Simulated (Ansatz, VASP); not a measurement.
Cs2AgBiBr6: VASP beside Ansatz

The input INCAR:

```
PREC = Accurate ; ENCUT = 600
EDIFF = 1E-6 ; ISMEAR = -1
SIGMA = 0.05 ; LREAL = F
LASPH = T ; NELM = 80
ALGO = Normal ; ISIF = 3
LWAVE = F ; LCHARG = F
IBRION = 2 ; NSW = 60
EDIFFG = -0.01
```

File KPOINTS:

```
Automatic mesh
0
Gamma
  4 4 4
```

POSCAR

```
Cs2AgBiBr6
1.0
    0.0000000000      5.6161000000      5.6161000000
    5.6161000000      0.0000000000      5.6161000000
    5.6161000000      5.6161000000      0.0000000000
Bi Cs Ag Br
1 2 1 6
Direct
    0.0000000000      0.0000000000      0.0000000000
    0.7500000000      0.7500000000      0.7500000000
    0.2500000000      0.2500000000      0.2500000000
    0.5000000000      0.5000000000      0.5000000000
    0.7494500000      0.7494500000      0.2505500000
    0.2505500000      0.2505500000      0.7494500000
    0.7494500000      0.2505500000      0.2505500000
    0.7494500000      0.2505500000      0.7494500000
    0.2505500000      0.7494500000      0.7494500000
    0.2505500000      0.7494500000      0.2505500000
```

input.yaml

```yaml
crystal:
  lattice:
    - [0.0, 5.6161, 5.6161]
    - [5.6161, 0.0, 5.6161]
    - [5.6161, 5.6161, 0.0]
  atoms:
    - { symbol: Bi, position: [0.0, 0.0, 0.0] }
    - { symbol: Cs, position: [0.75, 0.75, 0.75] }
    - { symbol: Cs, position: [0.25, 0.25, 0.25] }
    - { symbol: Ag, position: [0.5, 0.5, 0.5] }
    - { symbol: Br, position: [0.74945, 0.74945, 0.25055] }
    - { symbol: Br, position: [0.25055, 0.25055, 0.74945] }
    - { symbol: Br, position: [0.74945, 0.25055, 0.25055] }
    - { symbol: Br, position: [0.74945, 0.25055, 0.74945] }
    - { symbol: Br, position: [0.25055, 0.74945, 0.74945] }
    - { symbol: Br, position: [0.25055, 0.74945, 0.25055] }
hamiltonian:
  xc: lda
  pseudopotentials: { kind: paw }
kpoints:
  mp_grid: { grid: [4, 4, 4] }
scf:
  occupations: { method: fermi_dirac, width: 0.05 }
output:
  forces: true
  stress: true
  eigenvalues: true
relax:
  f_tol: 0.01
  max_steps: 40
  cell: { stress_tol: 0.05 }
```

Alike in both runs: task relaxation of cell and atoms; functional LDA; k mesh 4 × 4 × 4; occupations fermi-dirac, width 0.05 eV; no spin polarisation.

|  | VASP | Ansatz |
| --- | --- | --- |
| version | VASP 6.6.1 | Ansatz 0.2.0 |
| potentials or method | VASP PAW LDA potentials, release 64 (Bi_d, Cs_sv, Ag, Br) | Ansatz PAW |
| plane-wave cutoff (eV) | 600 | 420 |
| valence electrons in the cell | 86 | 94 |

VASP gave:

| Property | Result |
| --- | --- |
| gap on the k mesh at the Fermi level, each at its own relaxed structure (eV) | 0.95 |
| relaxed volume (Å³/atom) | 33.35 |
| relaxed length of the cell vector where the two differ most in proportion (Å) | 7.784 |

Q: What did Ansatz give for the same quantities?

A: gap on the k mesh at the Fermi level, each at its own relaxed structure (eV): 0.94; relaxed volume (Å³/atom): 33.26; relaxed length of the cell vector where the two differ most in proportion (Å): 7.777.

LDA's correlation is that of Perdew and Zunger in VASP and of Perdew and Wang (1992) in Ansatz. VASP's potentials hold 86 valence electrons a cell and Ansatz's 94, so a difference there can come from the potentials and not from the codes.

Neither program's run includes spin-orbit coupling. Noted on Ansatz's run: the plane-wave basis is chosen anew once the cell has moved, so the energies of steps on either side of that aren't comparable.
